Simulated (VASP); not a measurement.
SnO2, 9 atoms in the cell. Symmetry: C2/m, No. 12, monoclinic system. The conventional cell has a = 5.607 Å, b = 3.237 Å, c = 13.237 Å, α = 90.00°, β = 92.43°, γ = 90.00°. Sn (site symmetry 2/m) has 6 O at 2.12 Å within 2.8 Å. Within 2.8 Å of Sn (site symmetry m) lie 6 O at 2.12 Å. O (site symmetry m) has 3 Sn at 2.12 Å and 3 O at 2.72 Å within 2.8 Å. Within 2.8 Å of O (site symmetry m) lie 3 Sn at 2.12 Å and 3 O at 2.72 Å. Within 2.8 Å of O (site symmetry m) lie 3 Sn at 2.12 Å and 3 O at 2.72 Å. 

* Program: VASP 6.6.1
* Task: single point
* Functional: PBE
* Dispersion: D3(BJ)
* Potentials or basis: VASP PAW PBE potentials, release 64 (Sn_d, O)
* Cutoff: 520 eV
* k mesh: 9 × 9 × 2
* Occupations: gaussian, width 0.05 eV
* Spin: no spin polarisation
* Dipole correction: no
* Further INCAR settings: ALGO = Normal; EDIFF = 1e-07; NBANDS = 49

Potentials or basis: VASP PAW PBE potentials, release 64 (Sn_d, O).

Launch:

```console
$ cat potpaw_PBE.64/Sn_d/POTCAR potpaw_PBE.64/O/POTCAR > POTCAR
$ mpirun -np 1 vasp_std > vasp.out
```

Hardware: 1 thread of Intel(R) Xeon(R) Platinum 8124M CPU @ 3.00GHz (Skylake/Cascade Lake) (shared host).

Problem. How long does it take, and how much memory?

Solution. It took 4 min on 1 thread of Intel(R) Xeon(R) Platinum 8124M CPU @ 3.00GHz (Skylake/Cascade Lake), with other jobs on the host, peak memory 0.37 GiB. Counts: scf iterations 15, k points 50.
